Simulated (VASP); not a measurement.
# Mg (P6_3/mmc) in VASP: a series of runs

Runs on Mg. Level: PBE. Tasks: single point.

Everything below comes from runs of VASP 6.6.1. Logs are shortened: lines on timing, memory, paths and dates and some standing lists are left out, and cuts for length are marked.

## Step 1: The cell of the first run

The structure is hexagonal, space group P6_3/mmc (No. 194). The conventional cell has a = 3.195 Å, b = 3.195 Å, c = 5.188 Å, α = 90.00°, β = 90.00°, γ = 120.00°. Mg (site symmetry -6m2) has 12 Mg at 3.18 to 3.20 Å within 4.2 Å.

## Step 2: Single point, PBE

File INCAR:

```
SYSTEM = Mg
PREC = Accurate
ENCUT = 520
EDIFF = 1E-6
ISMEAR = 1
SIGMA = 0.6
LREAL = .FALSE.
LASPH = .TRUE.
NELM = 80
ALGO = Normal
ISIF = 2
LWAVE = .FALSE.
LCHARG = .TRUE.
GGA = PE
LELF = .TRUE.
LVHAR = .TRUE.
NBANDS = 9
```

File KPOINTS:

```
Automatic mesh
0
G
  11 11 6
  0 0 0
```

File POSCAR:

```
Mg
1.0
    3.1953117277      0.0000000000      0.0000000000
   -1.5976558638      2.7672211292      0.0000000000
    0.0000000000      0.0000000000      5.1879445283
Mg
2
Direct
    0.3333333333      0.6666666667      0.2500000000
    0.6666666667      0.3333333333      0.7500000000
```

Potentials or basis: VASP PAW PBE potentials, release 64 (Mg).

Started as:

```
$ cat potpaw_PBE.64/Mg/POTCAR > POTCAR
$ mpirun -np 1 vasp_std > vasp.out
```

OUTCAR:

```text
SYSTEM = Mg
   PREC = Accurate
   ENCUT = 520
   EDIFF = 1E-6
   ISMEAR = 1
   LREAL = .FALSE.
   LASPH = .TRUE.
   NELM = 80
   ISIF = 2
   GGA = PE

 ion  position               nearest neighbor table
   1  0.333  0.667  0.250-   2 3.18   2 3.18   2 3.18   2 3.18   2 3.18   2 3.18
   2  0.667  0.333  0.750-   1 3.18   1 3.18   1 3.18   1 3.18   1 3.18   1 3.18

  LATTYP: Found a hexagonal cell.
 ALAT       =     3.1953117277
 C/A-ratio  =     1.6236113939

  Lattice vectors:

 A1 = (   3.1953117277,   0.0000000000,   0.0000000000)
 A2 = (  -1.5976558638,   2.7672211292,   0.0000000000)
 A3 = (   0.0000000000,   0.0000000000,   5.1879445283)

Analysis of symmetry for initial positions (statically):
=====================================================================
 Subroutine PRICEL returns:
 Original cell was already a primitive cell.

 Routine SETGRP: Setting up the symmetry group for a
 hexagonal supercell.

 Subroutine GETGRP returns: Found 24 space group operations
 (whereof 12 operations were pure point group operations)
 out of a pool of 24 trial point group operations.

The static configuration has the point symmetry D_3d.
 The point group associated with its full space group is D_6h.

Analysis of symmetry for dynamics (positions and initial velocities):
=====================================================================
 Subroutine PRICEL returns:
 Original cell was already a primitive cell.

 Routine SETGRP: Setting up the symmetry group for a
 hexagonal supercell.

 Subroutine GETGRP returns: Found 24 space group operations
 (whereof 12 operations were pure point group operations)
 out of a pool of 24 trial point group operations.

The dynamic configuration has the point symmetry D_3d.
 The point group associated with its full space group is D_6h.

 Subroutine INISYM returns: Found 24 space group operations
 (whereof 12 operations are pure point group operations),
 and found     1 'primitive' translations

----------------------------------------------------------------------------------------

                                     Primitive cell

  volume of cell :      45.8725

  direct lattice vectors                    reciprocal lattice vectors
     3.195311728  0.000000000  0.000000000     0.312958511  0.180686680  0.000000000
    -1.597655864  2.767221129  0.000000000     0.000000000  0.361373361  0.000000000
     0.000000000  0.000000000  5.187944528     0.000000000  0.000000000  0.192754567

  length of vectors
     3.195311728  3.195311728  5.187944528     0.361373361  0.361373361  0.192754567

  position of ions in fractional coordinates (direct lattice)
     0.333333333  0.666666667  0.250000000
     0.666666667  0.333333333  0.750000000

  ion indices of the primitive-cell ions
   primitive index   ion index
                 1           1
                 2           2

----------------------------------------------------------------------------------------

 KPOINTS: Automatic mesh

Automatic generation of k-mesh.
 Grid dimensions read from file:
 generate k-points for:   11   11    6

 Generating k-lattice:

  Cartesian coordinates                     Fractional coordinates (reciprocal lattice)
     0.028450774  0.016426062  0.000000000     0.090909091  0.000000000  0.000000000
     0.000000000  0.032852124  0.000000000     0.000000000  0.090909091  0.000000000
     0.000000000  0.000000000  0.032125761     0.000000000  0.000000000  0.166666667

  Length of vectors
     0.032852124  0.032852124  0.032125761

  Shift w.r.t. Gamma in fractional coordinates (k-lattice)
     0.000000000  0.000000000  0.000000000

 Subroutine IBZKPT returns following result:
 ===========================================

 Found     64 irreducible k-points:

 Following reciprocal coordinates:
            Coordinates               Weight
  0.000000  0.000000  0.000000      1.000000
  0.090909  0.000000  0.000000      6.000000
  0.181818  0.000000  0.000000      6.000000
  0.272727  0.000000  0.000000      6.000000
  0.363636  0.000000  0.000000      6.000000
  0.454545  0.000000  0.000000      6.000000
[... 16 lines left out ...]
  0.090909  0.090909  0.166667     12.000000
  0.181818  0.090909  0.166667     24.000000
 [... further k-points ...]
   k-points           NKPTS =     64   k-points in BZ     NKDIM =     64   number of bands    NBANDS=      9
   number of dos      NEDOS =    301   number of ions     NIONS =      2
   total plane-waves  NPLWV =  23040
   dimension x,y,z NGX =    24 NGY =   24 NGZ =   40
   dimension x,y,z NGXF=    48 NGYF=   48 NGZF=   80
   ions per type =               2
   NGX,Y,Z   is equivalent  to a cutoff of  12.49, 12.49, 12.82 a.u.
   NGXF,Y,Z  is equivalent  to a cutoff of  24.97, 24.97, 25.64 a.u.
 SYSTEM =  Mg
   PREC   = accura    normal or accurate (medium, high low for compatibility)
   ISTART =      0    job   : 0-new  1-cont  2-samecut
   ICHARG =      2    charge: 1-file 2-atom 10-const
   ISPIN  =      1    spin polarized calculation?
   LNONCOLLINEAR =      F non collinear calculations
   LSORBIT =      F    spin-orbit coupling
   LASPH  =      T    aspherical Exc in radial PAW
   ENCUT  =  520.0 eV  38.22 Ry    6.18 a.u.   5.94  5.94  9.65*2*pi/ulx,y,z
   NELM   =     80;   NELMIN=  2; NELMDL= -5     # of ELM steps
   EDIFF  = 0.1E-05   stopping-criterion for ELM
   LREAL  =      F    real-space projection
   EDIFFG = 0.1E-04   stopping-criterion for IOM
   NSW    =      0    number of steps for IOM
   IBRION =     -1    ionic relax: 0-MD 1-quasi-New 2-CG
   NFREE  =      0    steps in history (QN), initial steepest desc. (CG)
   ISIF   =      2    stress and relaxation
   ISYM   =      2    0-nonsym 1-usesym 2-fastsym
   POTIM  = 0.5000    time-step for ionic-motion
   TEBEG  =    0.0;   TEEND  =   0.0 temperature during run
   PSTRESS=    0.0 pullay stress
   NELECT =       4.0000    total number of electrons
   NUPDOWN=      -1.0000    fix difference up-down
   EMIN   =  10.00;   EMAX   =-10.00  energy-range for DOS
   EFERMI =   0.00;   METHOD = LEGACY
   ISMEAR =     1;   SIGMA  =   0.60  broadening in eV -4-tet -1-fermi 0-gaus
   EFERMI_NEDOS =   21; number of points for ismear=-14 and -15
   IALGO  =     38    algorithm
   IMIX   =      4    mixing-type and parameters
     AMIX     =   0.40;   BMIX     =  1.00
     AMIX_MAG =   1.60;   BMIX_MAG =  1.00
  volume/ion in A,a.u.               =      22.94       154.78
  Fermi-wavevector in a.u.,A,eV,Ry     =   0.725957  1.371859  7.170448  0.527013
  Thomas-Fermi vector in A             =   1.816809
   LORBIT       =      0    0 simple, 1 ext, 2 COOP (PROOUT), +10 PAW based schemes
   GGA     = PE    functional components
   LHFCALC =     F    Hartree Fock is set to
   AEXX    =    0.0000 exact exchange contribution
   IVDW    =     0    specifies the selected vdW correction
   LEPSILON=     F    determine dielectric tensor
   LRPA    =     F    only Hartree local field effects (RPA)
 non-spin polarized calculation
 Methfessel and Paxton  Order N= 1 SIGMA  =   0.60
  energy-cutoff  :      520.00
  volume of cell :       45.87
 maximum number of plane-waves:      1252
 NGX is ok and might be reduce to    24
   NGX = 11   NGY = 11   NGZ = 19

 number of electron       4.0000000 magnetization

 Free energy of the ion-electron system (eV)
  ---------------------------------------------------
  ext. energy  EPLUGINS =         0.00000000
  ---------------------------------------------------
  free energy    TOTEN  =        -3.01919568 eV

  energy without entropy =       -3.03369352  energy(sigma->0) =       -3.02402830

 E-fermi :   2.6536     XC(G=0):  -8.4938

 val. band max:        2.5081146082   @ k =   0.3636   0.2727   0.5000
 cond. band min:       2.7406671634   @ k =   0.1818   0.1818   0.0000
 fundamental gap:      0.2325525552
 Fermi energy:         2.6535845580

 k-point     1 :       0.0000    0.0000    0.0000
  band No.  band energies     occupation
      1      -4.2973      2.00000
      2       0.9529      2.00046
      3       1.3962      2.01160
      4      13.5831     -0.00000
      5      13.5831     -0.00000
      6      13.6988     -0.00000
      7      13.6988     -0.00000
      8      14.4738     -0.00000
      9      16.0707      0.00000

 k-point     2 :       0.0909    0.0000    0.0000
  band No.  band energies     occupation
      1      -4.1345      2.00000
      2       1.1016      2.00156
      3       1.5543      2.02646
      4      11.0730     -0.00000
      5      12.2787     -0.00000
      6      13.0832     -0.00000
      7      15.2183      0.00000
      8      15.3647      0.00000
      9      15.7665      0.00000

 k-point     3 :       0.1818    0.0000    0.0000
  band No.  band energies     occupation
      1      -3.6479      2.00000
      2       1.5481      2.02571
      3       2.0213      2.05970
      4       8.3393     -0.00000
      5      11.1873     -0.00000
      6      11.7374     -0.00000
      7      13.0664     -0.00000
      8      14.1131     -0.00000
      9      15.7618      0.00000

 k-point     4 :       0.2727    0.0000    0.0000
  band No.  band energies     occupation
      1      -2.8424      2.00000
      2       2.2932      1.84056
      3       2.7564      0.71464
      4       5.8583     -0.00000
      5      10.2717     -0.00000
      6      10.3700     -0.00000
      7      10.5476     -0.00000
      8      12.4789     -0.00000
      9      14.8390      0.00000
[... 205 lines left out ...]
 k-point    22 :       0.4545    0.0000    0.1667
  band No.  band energies     occupation
      1      -0.1637      2.00000
      2       1.5037      2.02074
      3       3.4433     -0.06865
      4       5.0499     -0.00000
      5       6.9101     -0.00000
      6       8.3876     -0.00000
      7       9.6852     -0.00000
      8      11.1977     -0.00000
      9      12.8091     -0.00000

 k-point    23 :       0.0909    0.0909    0.1667
  band No.  band energies     occupation
      1      -3.6549      2.00000
      2      -0.0145      2.00000
      3       3.5460     -0.05643
      4       9.7596     -0.00000
      5      10.0712     -0.00000
      6      12.9516     -0.00000
      7      13.2229     -0.00000
      8      13.7371     -0.00000
      9      15.1302      0.00000

 k-point    24 :       0.1818    0.0909    0.1667
  band No.  band energies     occupation
      1      -3.0099      2.00000
      2       0.6030      2.00001
      3       4.1163     -0.00304
      4       7.2979     -0.00000
      5       8.8672     -0.00000
      6      10.7155     -0.00000
      7      12.2062     -0.00000
      8      13.5561     -0.00000
      9      14.0602     -0.00000

 [... further k-points ...]
[... 5 lines left out ...]
  --------------------------------------------------------------------------------------
  -------------------------------------------------------------------------------------
  Total       -0.0347206     -0.0347206     -0.0490483     -0.0000000      0.0000000      0.0000000
  in kB       -1.2126784     -1.2126784     -1.7130963     -0.0000000      0.0000000      0.0000000
  external PRESSURE =      -1.3794844 kB  Pullay stress =       0.0000000 kB

 VOLUME and BASIS-vectors are now :
 -----------------------------------------------------------------------------
  energy-cutoff  :      520.00
  volume of cell :       45.87
      direct lattice vectors                 reciprocal lattice vectors
     3.195311728  0.000000000  0.000000000     0.312958511  0.180686680  0.000000000
    -1.597655864  2.767221129  0.000000000     0.000000000  0.361373361  0.000000000
     0.000000000  0.000000000  5.187944528     0.000000000  0.000000000  0.192754567

 POSITION                                       TOTAL-FORCE (eV/Angst)
 -----------------------------------------------------------------------------------
     -0.00000      1.84481      1.29699         0.000000     -0.000000      0.000000
      1.59766      0.92241      3.89096        -0.000000      0.000000      0.000000
 -----------------------------------------------------------------------------------
    total drift:                                0.000000     -0.000000      0.000000

  FREE ENERGIE OF THE ION-ELECTRON SYSTEM (eV)
  ---------------------------------------------------
  free  energy   TOTEN  =        -3.0191956847 eV

  energy  without entropy=       -3.0336935192  energy(sigma->0) =       -3.02402830
```

Wall time 29 s (1 thread of AMD EPYC 7R13, shared host); peak memory 0.14 GiB.

Results:

```
Free energy            : -3.0192 eV
Pressure               : -0.1 GPa
Band gap on the k mesh : zero (bands 2 and 3 overlap by 2.11 eV)
```

Caveat: so wide a smearing shifts energies and pressures.

## Step 3: Single point, PBE

File INCAR:

```
SYSTEM = Mg
ALGO     = Normal         ! electronic algorithm
EDIFF    = 1E-7           ! SCF threshold, eV
ENCUT    = 520            ! plane-wave cutoff, eV
GGA      = PE             ! functional
ISIF     = 2              ! what is computed and relaxed
ISMEAR   = 1              ! smearing method
LASPH    = .True.         ! aspherical terms in the spheres
LCHARG   = .False.        ! write CHGCAR
LREAL    = .False.        ! projectors in reciprocal space
LWAVE    = .False.        ! write WAVECAR
NBANDS   = 9              ! bands
NELM     = 60             ! most SCF steps
PREC     = Accurate       ! precision mode
SIGMA    = 1.0            ! smearing width, eV
```

File KPOINTS:

```
k-points
0
Gamma
  11 11 6
  0 0 0
```

POSCAR is that of step 2.

Potentials or basis: VASP PAW PBE potentials, release 64 (Mg).

Started as:

```
$ cat potpaw_PBE.64/Mg/POTCAR > POTCAR
$ mpirun -np 1 vasp_std > vasp.out
```

It took 34 s on 1 thread of AMD EPYC 7R13, shared host; peak memory 0.14 GiB.

Results (log left out):

| Quantity | Value |
| --- | --- |
| Free energy | -3.0113 eV |
| Pressure | -0.1 GPa |
| Band gap on the k mesh | zero (bands 2 and 3 overlap by 2.11 eV) |

Stress tensor (GPa, compression positive):
```
-0.05  0.00  0.00
 0.00 -0.05  0.00
 0.00  0.00 -0.15
```

Levels at points of the mesh, in eV from the Fermi level:
```
           k point  band 1  band 2  band 3  band 4  band 5  band 6  band 7
(0.00, 0.00, 0.00)   -6.94   -1.69   -1.25   10.94   10.94   11.06   11.06
(0.00, 0.00, 0.50)   -5.55   -5.55    5.03    5.03   11.69   11.69   11.69
```

Caveat: so wide a smearing shifts energies and pressures.

## Step 4: Single point, PBE

File INCAR:

```
  PREC = Accurate
  ENCUT = 520
  EDIFF = 1E-7
  ISMEAR = -1
  SIGMA = 0.1
  LREAL = False
  LASPH = True
  NELM = 100
  ALGO = Normal
  ISIF = 2
  LWAVE = False
  LCHARG = False
  GGA = PE
  NBANDS = 9
```

File KPOINTS:

```
Automatic mesh
0
Gamma
  12 12 7
```

POSCAR is that of step 3.

Started as:

```
$ cat potpaw_PBE.64/Mg/POTCAR > POTCAR
$ mpirun -np 1 vasp_std > vasp.out
```

Wall time 38 s (1 thread of AMD EPYC 7R13, shared host); peak memory 0.14 GiB.

Results (log left out):

```
Free energy            : -3.0266 eV
Pressure               : -0.1 GPa
Band gap on the k mesh : zero (bands 2 and 3 overlap by 2.24 eV)
```

Stress tensor (GPa, compression positive):
```
 0.15  0.00  0.00
 0.00  0.15  0.00
 0.00  0.00 -0.60
```

Levels at points of the mesh, in eV from the Fermi level:
```
           k point  band 1  band 2  band 3  band 4  band 5  band 6
(0.00, 0.00, 0.00)   -6.90   -1.65   -1.21   10.98   10.98   11.09
(0.50, 0.00, 0.00)   -2.11   -2.10    2.70    3.06    3.32    3.73
```

## Step 5: Single point, PBE

File INCAR:

```
SYSTEM = Mg
PREC = Accurate
ENCUT = 520
EDIFF = 1E-6
ISMEAR = -1
SIGMA = 0.1
LREAL = .FALSE.
LASPH = .TRUE.
NELM = 100
ALGO = Normal
ISIF = 2
LWAVE = .FALSE.
LCHARG = .TRUE.
GGA = PE
LELF = .TRUE.
LVHAR = .TRUE.
NBANDS = 9
```

File KPOINTS:

```
regular mesh
0
G
  16 16 9
  0 0 0
```

POSCAR is that of step 4.

Started as:

```
$ cat potpaw_PBE.64/Mg/POTCAR > POTCAR
$ mpirun -np 1 vasp_std > vasp.out
```

Wall time 69 s (1 thread of AMD EPYC 7R13, shared host); peak memory 0.17 GiB.

The run converged. Its results:

```yaml
Free_energy: -3.0229 eV
Pressure: -0.1 GPa
Band_gap_on_the_k_mesh: zero (bands 2 and 3 overlap by 2.24 eV)
```

Stress tensor (GPa, compression positive):
```
-0.03  0.00  0.00
 0.00 -0.03  0.00
 0.00  0.00 -0.11
```

Levels at points of the mesh, in eV from the Fermi level:
| k point | band 1 | band 2 | band 3 | band 4 | band 5 | band 6 | band 7 |
| --- | --- | --- | --- | --- | --- | --- | --- |
| (0.00, 0.00, 0.00) | -6.95 | -1.70 | -1.25 | 10.93 | 10.93 | 11.05 | 11.05 |
| (0.50, 0.00, 0.00) | -2.16 | -2.14 | 2.65 | 3.01 | 3.27 | 3.68 | 6.87 |

## Step 6: The runs side by side

```csv
k mesh,smearing,gap on the mesh (eV),pressure (GPa)
11 × 11 × 6,methfessel-paxton 0.6 eV,none,-0.1
11 × 11 × 6,methfessel-paxton 1 eV,none,-0.1
12 × 12 × 7,fermi-dirac 0.1 eV,none,-0.1
16 × 16 × 9,fermi-dirac 0.1 eV,none,-0.1
```

Alike in all rows: task single point; level PBE; potentials or basis VASP PAW PBE potentials, release 64 (Mg); no spin polarisation; cell as given; cutoff (eV) 520.

Caveats: so wide a smearing shifts energies and pressures (at least some runs).

Absolute energies hang on the potentials; compare differences alone.
